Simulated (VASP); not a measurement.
Runs of VASP 6.6.1 on MgO. Symmetry: Pm-3m, No. 221, cubic system. The conventional cell has a = 2.623 Å, b = 2.623 Å, c = 2.623 Å, α = 90.00°, β = 90.00°, γ = 90.00°. Within 3.0 Å of Mg (site symmetry m-3m) lie 8 O at 2.27 Å and 6 Mg at 2.62 Å. Within 3.0 Å of O (site symmetry m-3m) lie 8 Mg at 2.27 Å and 6 O at 2.62 Å. 

| task | level | potentials or basis | k mesh | cutoff (eV) | GW scheme | GW iterations | cutoff of the response function | frequency points | empty bands | gap on the mesh (eV) | pressure (GPa) |
| --- | --- | --- | --- | --- | --- | --- | --- | --- | --- | --- | --- |
| single point | r2SCAN | VASP PAW PBE potentials, release 64 (Mg, O) | 6 × 6 × 6 | 520 | - | - | - | - | - | 3.45 | -1.2 |
| single point | PBE | VASP PAW PBE potentials, release 64 (Mg, O) | 6 × 6 × 6 | 520 | - | - | - | - | - | 2.62 | 5.5 |
| single point | HSE06 | VASP PAW PBE potentials, release 64 (Mg, O) | 6 × 6 × 6 | 520 | - | - | - | - | - | 4.14 | -1.2 |
| single point | PBE | VASP PAW PBE potentials, release 64 (Mg, O) | 8 × 8 × 8 | 520 | - | - | - | - | - | 2.62 | 5.5 |
| single point | LDA | VASP PAW LDA potentials, release 64 (Mg, O) | 6 × 6 × 6 | 520 | - | - | - | - | - | (a) | -6.9 |

Alike in all rows: no spin polarisation; cell a = 2.623 Å, 2 atoms; smearing gaussian 0.01 eV.

Task: Estimate the missing entries.

Result: (a) 2.57.

Caveats: the PAW data sets were made with another functional, which shifts forces and pressure a little (some runs).

A k mesh can miss the band edges.
